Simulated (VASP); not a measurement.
# Si6W in VASP: notebook

The runs below take Si6W through single point, with PBEsol.

All numbers are computed with VASP 6.6.1; they aren't measurements. Logs are shortened: lines on timing, memory, paths and dates and some standing lists are left out, and cuts for length are marked.

## (1) The cell of the first run

The cell holds a slab with vacuum, 7 atoms: a = 3.825 Å, b = 3.825 Å, c = 26.121 Å, α = 90.00°, β = 90.00°, γ = 120.00°.

## (2) Single point, PBEsol, collinear spin

File INCAR:

```
ALGO = Fast
DIPOL = 0.5 0.5 0.494
EDIFF = 1E-7
ENCUT = 520
GGA = PS
IDIPOL = 3
ISIF = 2
ISMEAR = 0
ISPIN = 2
LASPH = True
LCHARG = False
LDIPOL = True
LMAXMIX = 4
LORBIT = 11
LREAL = False
LWAVE = False
MAGMOM = 0 0 0 0 0 0 4
NBANDS = 32
NELM = 150
PREC = Accurate
SIGMA = 0.05
```

File KPOINTS:

```
k-points
0
Gamma
  9 9 1
```

File POSCAR:

```
Si6W
1.0
    3.8248883545      0.0000000000      0.0000000000
   -1.9124441773      3.3124504817      0.0000000000
    0.0000000000      0.0000000000     26.1211317213
Si W
6 1
Direct
    0.6666666667      0.3333333333      0.3254070340
    0.3333333333      0.6666666667      0.3559122531
    0.3333333333      0.6666666667      0.4464642100
    0.6666666667      0.3333333333      0.4756407863
    0.6666666667      0.3333333333      0.5672640819
    0.3333333333      0.6666666667      0.5929366410
    1.0000000000      1.0000000000      0.6952458869
```

Potentials or basis: VASP PAW PBE potentials, release 64 (Si, W_sv).

Command:

```sh
$ cat potpaw_PBE.64/Si/POTCAR potpaw_PBE.64/W_sv/POTCAR > POTCAR
$ mpirun -np 1 vasp_std > vasp.out
```

OUTCAR:

```text
EDIFF = 1E-7
   ENCUT = 520
   GGA = PS
   ISIF = 2
   ISMEAR = 0
   ISPIN = 2
   LASPH = True
   LORBIT = 11
   LREAL = False
   NELM = 150
   PREC = Accurate

 ion  position               nearest neighbor table
   1  0.667  0.333  0.325-   2 2.35   2 2.35   2 2.35
   2  0.333  0.667  0.356-   1 2.35   1 2.35   1 2.35   3 2.37
   3  0.333  0.667  0.446-   4 2.34   4 2.34   4 2.34   2 2.37
   4  0.667  0.333  0.476-   3 2.34   3 2.34   3 2.34   5 2.39
   5  0.667  0.333  0.567-   6 2.31   6 2.31   6 2.31   4 2.39
   6  0.333  0.667  0.593-   5 2.31   5 2.31   5 2.31
   7  0.000  0.000  0.695-

  LATTYP: Found a hexagonal cell.
 ALAT       =     3.8248883545
 C/A-ratio  =     6.8292533795

  Lattice vectors:

 A1 = (   3.8248883545,   0.0000000000,   0.0000000000)
 A2 = (  -1.9124441773,   3.3124504817,   0.0000000000)
 A3 = (   0.0000000000,   0.0000000000,  26.1211317213)

Analysis of symmetry for initial positions (statically):
=====================================================================
 Subroutine PRICEL returns:
 Original cell was already a primitive cell.

 Routine SETGRP: Setting up the symmetry group for a
 hexagonal supercell.

 Subroutine GETGRP returns: Found  6 space group operations
 (whereof  6 operations were pure point group operations)
 out of a pool of 24 trial point group operations.

The static configuration has the point symmetry C_3v.

Analysis of symmetry for dynamics (positions and initial velocities):
=====================================================================
 Subroutine PRICEL returns:
 Original cell was already a primitive cell.

 Routine SETGRP: Setting up the symmetry group for a
 hexagonal supercell.

 Subroutine GETGRP returns: Found  6 space group operations
 (whereof  6 operations were pure point group operations)
 out of a pool of 24 trial point group operations.

The dynamic configuration has the point symmetry C_3v.

Analysis of structural, dynamic, and magnetic symmetry:
=====================================================================
 Subroutine PRICEL returns:
 Original cell was already a primitive cell.

 Routine SETGRP: Setting up the symmetry group for a
 hexagonal supercell.

 Subroutine GETGRP returns: Found  6 space group operations
 (whereof  6 operations were pure point group operations)
 out of a pool of 24 trial point group operations.

The overall configuration has the point symmetry C_3v.

 Subroutine INISYM returns: Found  6 space group operations
 (whereof  6 operations are pure point group operations),
 and found     1 'primitive' translations

----------------------------------------------------------------------------------------

                                     Primitive cell

  volume of cell :     330.9483

  direct lattice vectors                    reciprocal lattice vectors
     3.824888355  0.000000000  0.000000000     0.261445540  0.150945653  0.000000000
    -1.912444177  3.312450482  0.000000000     0.000000000  0.301891305  0.000000000
     0.000000000  0.000000000 26.121131721     0.000000000  0.000000000  0.038283180

  length of vectors
     3.824888355  3.824888355 26.121131721     0.301891305  0.301891305  0.038283180

  position of ions in fractional coordinates (direct lattice)
     0.666666667  0.333333333  0.325407034
     0.333333333  0.666666667  0.355912253
     0.333333333  0.666666667  0.446464210
     0.666666667  0.333333333  0.475640786
     0.666666667  0.333333333  0.567264082
     0.333333333  0.666666667  0.592936641
     0.000000000  0.000000000  0.695245887

  ion indices of the primitive-cell ions
   primitive index   ion index
                 1           1
                 2           2
                 3           3
                 4           4
                 5           5
                 6           6
                 7           7

----------------------------------------------------------------------------------------

 KPOINTS: k-points

Automatic generation of k-mesh.
 Grid dimensions read from file:
 generate k-points for:    9    9    1

 Generating k-lattice:

  Cartesian coordinates                     Fractional coordinates (reciprocal lattice)
     0.029049504  0.016771739  0.000000000     0.111111111  0.000000000  0.000000000
     0.000000000  0.033543478  0.000000000     0.000000000  0.111111111  0.000000000
     0.000000000  0.000000000  0.038283180     0.000000000  0.000000000  1.000000000

  Length of vectors
     0.033543478  0.033543478  0.038283180

  Shift w.r.t. Gamma in fractional coordinates (k-lattice)
     0.000000000  0.000000000  0.000000000

 Subroutine IBZKPT returns following result:
 ===========================================

 Found     12 irreducible k-points:

 Following reciprocal coordinates:
            Coordinates               Weight
  0.000000  0.000000  0.000000      1.000000
  0.111111 -0.000000  0.000000      6.000000
  0.222222  0.000000  0.000000      6.000000
  0.333333  0.000000  0.000000      6.000000
  0.444444  0.000000  0.000000      6.000000
  0.111111  0.111111  0.000000      6.000000
  0.222222  0.111111  0.000000     12.000000
  0.333333  0.111111  0.000000     12.000000
  0.444444  0.111111  0.000000      6.000000
  0.222222  0.222222  0.000000      6.000000
  0.333333  0.222222  0.000000     12.000000
  0.333333  0.333333  0.000000      2.000000
   k-points           NKPTS =     12   k-points in BZ     NKDIM =     12   number of bands    NBANDS=     32
   number of dos      NEDOS =    301   number of ions     NIONS =      7
   total plane-waves  NPLWV = 153664
   dimension x,y,z NGX =    28 NGY =   28 NGZ =  196
   dimension x,y,z NGXF=    56 NGYF=   56 NGZF=  392
   ions per type =               6   1
   NGX,Y,Z   is equivalent  to a cutoff of  12.17, 12.17, 12.47 a.u.
   NGXF,Y,Z  is equivalent  to a cutoff of  24.34, 24.34, 24.95 a.u.
 SYSTEM =  unknown system
   PREC   = accura    normal or accurate (medium, high low for compatibility)
   ISTART =      0    job   : 0-new  1-cont  2-samecut
   ICHARG =      2    charge: 1-file 2-atom 10-const
   ISPIN  =      2    spin polarized calculation?
   LNONCOLLINEAR =      F non collinear calculations
   LSORBIT =      F    spin-orbit coupling
   LASPH  =      T    aspherical Exc in radial PAW
   ENCUT  =  520.0 eV  38.22 Ry    6.18 a.u.   7.11  7.11 48.57*2*pi/ulx,y,z
   NELM   =    150;   NELMIN=  2; NELMDL= -5     # of ELM steps
   EDIFF  = 0.1E-06   stopping-criterion for ELM
   LREAL  =      F    real-space projection
   EDIFFG = 0.1E-05   stopping-criterion for IOM
   NSW    =      0    number of steps for IOM
   IBRION =     -1    ionic relax: 0-MD 1-quasi-New 2-CG
   NFREE  =      0    steps in history (QN), initial steepest desc. (CG)
   ISIF   =      2    stress and relaxation
   ISYM   =      2    0-nonsym 1-usesym 2-fastsym
   POTIM  = 0.5000    time-step for ionic-motion
   TEBEG  =    0.0;   TEEND  =   0.0 temperature during run
   PSTRESS=    0.0 pullay stress
   NELECT =      38.0000    total number of electrons
   NUPDOWN=      -1.0000    fix difference up-down
   EMIN   =  10.00;   EMAX   =-10.00  energy-range for DOS
   EFERMI =   0.00;   METHOD = LEGACY
   ISMEAR =     0;   SIGMA  =   0.05  broadening in eV -4-tet -1-fermi 0-gaus
   EFERMI_NEDOS =   21; number of points for ismear=-14 and -15
   IALGO  =     68    algorithm
   IMIX   =      4    mixing-type and parameters
     AMIX     =   0.40;   BMIX     =  1.00
     AMIX_MAG =   1.60;   BMIX_MAG =  1.00
  volume/ion in A,a.u.               =      47.28       319.05
  Fermi-wavevector in a.u.,A,eV,Ry     =   0.795700  1.503655  8.614370  0.633138
  Thomas-Fermi vector in A             =   1.902079
   LORBIT       =     11    0 simple, 1 ext, 2 COOP (PROOUT), +10 PAW based schemes
   GGA     = PS    functional components
   LHFCALC =     F    Hartree Fock is set to
   AEXX    =    0.0000 exact exchange contribution
   IVDW    =     0    specifies the selected vdW correction
   LEPSILON=     F    determine dielectric tensor
   LRPA    =     F    only Hartree local field effects (RPA)
 spin polarized calculation
 RMM-DIIS sequential band-by-band and
 Gauss-broadening in eV      SIGMA  =   0.05
  energy-cutoff  :      520.00
  volume of cell :      330.95
 maximum number of plane-waves:      8961
   NGX = 15   NGY = 15   NGZ = 97

 dipolmoment           0.000000      0.000000      0.191526 electrons x Angstroem

 number of electron      38.0000001 magnetization       3.7590737

 dipolmoment           0.000000      0.000000     -0.030599 electrons x Angstroem

 Free energy of the ion-electron system (eV)
  ---------------------------------------------------
  ext. energy  EPLUGINS =         0.00000000
  ---------------------------------------------------
  free energy    TOTEN  =       -39.34735831 eV

  energy without entropy =      -39.33738536  energy(sigma->0) =      -39.34237184

 E-fermi :  -0.0340     XC(G=0):  -5.0157

 val. band max:       -0.0490197544   @ k =   0.1111  -0.0000   0.0000
 cond. band min:      -0.0332186426   @ k =   0.2222   0.2222   0.0000
 fundamental gap:      0.0158011118
 Fermi energy:        -0.0340238257

 spin component 1

 k-point     1 :       0.0000    0.0000    0.0000
  band No.  band energies     occupation
      1     -74.8412      1.00000
      2     -39.1679      1.00000
      3     -39.1679      1.00000
      4     -39.1499      1.00000
      5     -11.9056      1.00000
      6     -11.0944      1.00000
[... 23 lines left out ...]
     30       3.2446      0.00000
     31       4.0661      0.00000

 k-point     2 :       0.1111   -0.0000    0.0000
  band No.  band energies     occupation
      1     -74.8411      1.00000
      2     -39.1715      1.00000
      3     -39.1688      1.00000
      4     -39.1495      1.00000
      5     -11.7603      1.00000
      6     -10.9490      1.00000
[... 332 lines left out ...]
 k-point    12 :       0.3333    0.3333    0.0000
  band No.  band energies     occupation
      1     -74.8403      1.00000
      2     -39.1897      1.00000
      3     -39.1897      1.00000
      4     -39.1461      1.00000
      5      -8.8873      1.00000
      6      -8.6763      1.00000
[... 23 lines left out ...]
     30       5.0163      0.00000
     31       5.8169      0.00000
 Fermi energy:        -0.0340238257

 spin component 2

 k-point     1 :       0.0000    0.0000    0.0000
  band No.  band energies     occupation
      1     -73.5315      1.00000
      2     -37.4749      1.00000
      3     -37.4749      1.00000
      4     -37.2268      1.00000
      5     -11.9108      1.00000
      6     -11.1125      1.00000
[... 23 lines left out ...]
     30       3.3328      0.00000
     31       4.0709      0.00000

 k-point     2 :       0.1111   -0.0000    0.0000
  band No.  band energies     occupation
      1     -73.5314      1.00000
      2     -37.4785      1.00000
      3     -37.4759      1.00000
      4     -37.2264      1.00000
      5     -11.7656      1.00000
      6     -10.9674      1.00000
[... 332 lines left out ...]
 k-point    12 :       0.3333    0.3333    0.0000
  band No.  band energies     occupation
      1     -73.5307      1.00000
      2     -37.4964      1.00000
      3     -37.4963      1.00000
      4     -37.2232      1.00000
      5      -8.8691      1.00000
      6      -8.7094      1.00000
[... 23 lines left out ...]
     30       5.8445      0.00000
     31       6.0660      0.00000
 [bands above 31 left out]

------------------------ aborting loop because EDIFF is reached ----------------------------------------

 vacuum level on the upper side and lower side of the slab       (xc-potential included)        -0.217         0.211

  FORCE on cell =-STRESS in cart. coord.  units (eV):
  Direction    XX          YY          ZZ          XY          YZ          ZX
  --------------------------------------------------------------------------------------
  -------------------------------------------------------------------------------------
  Total       -5.0526527     -5.0526527     -2.9221810      0.0000000     -0.0000000     -0.0000000
  in kB      -24.4607565    -24.4607565    -14.1467781      0.0000000     -0.0000000     -0.0000000
  external PRESSURE =     -21.0227637 kB  Pullay stress =       0.0000000 kB

 VOLUME and BASIS-vectors are now :
 -----------------------------------------------------------------------------
  energy-cutoff  :      520.00
  volume of cell :      330.95
      direct lattice vectors                 reciprocal lattice vectors
     3.824888355  0.000000000  0.000000000     0.261445540  0.150945653  0.000000000
    -1.912444177  3.312450482  0.000000000     0.000000000  0.301891305  0.000000000
     0.000000000  0.000000000 26.121131721     0.000000000  0.000000000  0.038283180

 POSITION                                       TOTAL-FORCE (eV/Angst)
 -----------------------------------------------------------------------------------
      1.91244      1.10415      8.50000        -0.000000      0.000000      0.470523
     -0.00000      2.20830      9.29683         0.000000     -0.000000     -0.677342
     -0.00000      2.20830     11.66215         0.000000      0.000000      0.071103
      1.91244      1.10415     12.42428         0.000000     -0.000000      0.005319
      1.91244      1.10415     14.81758        -0.000000     -0.000000     -0.214546
     -0.00000      2.20830     15.48818        -0.000000     -0.000000      1.716227
      0.00000      0.00000     18.16061         0.000000     -0.000000     -1.371285
 -----------------------------------------------------------------------------------
    total drift:                               -0.000000      0.000000     -0.000110

  FREE ENERGIE OF THE ION-ELECTRON SYSTEM (eV)
  ---------------------------------------------------
  free  energy   TOTEN  =       -39.3473583126 eV

  energy  without entropy=      -39.3373853585  energy(sigma->0) =      -39.34237184

 vacuum level on the upper side and lower side of the slab         4.413         4.850

 total charge

# of ion       s       p       d       tot
------------------------------------------
    1        0.805   0.843   0.000   1.647
    2        0.760   0.915   0.000   1.675
    3        0.766   0.919   0.000   1.685
    4        0.765   0.923   0.000   1.689
    5        0.763   0.927   0.000   1.691
    6        0.767   0.876   0.000   1.643
    7        2.335   5.998   3.192  11.525
--------------------------------------------------
tot          6.961  11.402   3.192  21.555

 magnetization (x)

# of ion       s       p       d       tot
------------------------------------------
    1       -0.008  -0.045   0.000  -0.053
    2       -0.001  -0.003   0.000  -0.003
    3       -0.002  -0.011   0.000  -0.013
    4       -0.002   0.003   0.000   0.001
    5        0.006   0.013   0.000   0.019
    6       -0.005  -0.039   0.000  -0.044
    7        0.093   0.029   2.759   2.882
--------------------------------------------------
tot          0.082  -0.053   2.759   2.788
```

It took 22 min on 1 thread of Oxide Virtual Turin-like, shared host; peak memory 0.6 GiB.

What came out:

| Property | Result |
| --- | --- |
| Free energy | -39.3474 eV |
| Largest force | 1.716 eV/Å |
| Net moment | 3.76 μB per cell |
| Site moments | Si -0.05, -0.00, -0.01, +0.00, +0.02, -0.04; W +2.88 μB |
| Valence electrons inside the program's atomic spheres | Si 1.65, 1.68, 1.69, 1.64 (each value once); W 11.53 |

Forces in eV/Å, atoms in the order of the input:
```
Si   0.000  0.000  0.471
Si   0.000  0.000 -0.677
Si   0.000  0.000  0.071
Si   0.000  0.000  0.005
Si   0.000  0.000 -0.215
Si   0.000  0.000  1.716
W    0.000  0.000 -1.371
```

Levels at points of the mesh, in eV from the Fermi level:
Spin up:
```csv
k point,band 18,band 19,band 20,band 21,band 22,band 23,band 24,band 25
"(0.00, 0.00, 0.00)",-0.49,-0.34,-0.34,0.06,0.06,0.72,1.39,2.49
```
Spin down:
```tsv
k point	band 15	band 16	band 17	band 18	band 19	band 20
(0.00, 0.00, 0.00)	-0.59	0.01	0.01	0.77	1.09	1.09
```

Caveat: the PAW data sets were made with another functional, which shifts forces and pressure a little; spin-orbit coupling is left out, which moves the levels of the heavy elements.

[end of part 1 of 2]
